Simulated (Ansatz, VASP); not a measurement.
Mg5Se: VASP beside Ansatz

```
Mg Se
1.0
     2.74481   -4.23468    0.00000
     2.74481    4.23468    0.00000
     0.00000    0.00000    7.36675
Mg Se
5 1
Direct
  0.82639 0.17361 0.29802
  0.17361 0.82639 0.29802
  0.82639 0.17361 0.70198
  0.17361 0.82639 0.70198
  0.50000 0.50000 0.50000
  0.00000 0.00000 0.00000
```

Alike in both runs: task relaxation of cell and atoms; functional PBE; k mesh 4 × 4 × 4; occupations gaussian, width 0.1 eV; no spin polarisation.

|  | VASP | Ansatz |
| --- | --- | --- |
| version | VASP 6.6.1 | Ansatz 0.2.0 |
| potentials or method | VASP PAW PBE potentials, release 64 (Mg, Se), cutoff 600 eV | scalar-relativistic, plane waves, PAW |
| valence electrons in the cell | 16 | 66 |

VASP gave:

```
gap on the k mesh at the Fermi level, each at its own relaxed structure (eV) : none
relaxed volume (Å³/atom)                                                     : 28.50
relaxed length of the cell vector where the two differ most in proportion (Å)              : 5.499
```

Q: Estimate Ansatz's values.

A: gap on the k mesh at the Fermi level, each at its own relaxed structure (eV): none; relaxed volume (Å³/atom): 28.61; relaxed length of the cell vector where the two differ most in proportion (Å): 5.063.

A gap of «none» marks a metal or a gap that the smearing closes. VASP's potentials hold 16 valence electrons a cell and Ansatz's 66, so a difference there can come from the potentials and not from the codes.
